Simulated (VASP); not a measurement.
Crystal: Ni.

```
CELL_PARAMETERS angstrom
0.00000 1.80926 1.80926
1.80926 0.00000 1.80926
1.80926 1.80926 0.00000
ATOMIC_POSITIONS crystal
Ni 0.00000 0.00000 0.00000
```

Base run:

```yaml
Program: VASP 6.6.1
Functional: LDA
Potentials_or_basis: VASP PAW LDA potentials, release 64 (Ni)
Cutoff: 520 eV
k_mesh: 24 × 24 × 24
Occupations: gaussian, width 0.15 eV
Spin: collinear spin, ferromagnetic start
Starting_moments: "[1.0] μB"
Fixed_moment: 1 μB
```

Its results: pressure -25.2 GPa; site moments Ni +0.99 μB.

Q: The run is repeated on the same cell with these changes: fixed moment from 1 μB to 0.5 μB; moments at the start from [1.0] to [0.5]. What comes out?

A: Pressure -28.2 GPa; site moments Ni +0.51 μB.

Caveats: the cell stands under tension; the total moment is fixed, so each spin has its own Fermi level and the state may be an excited one.
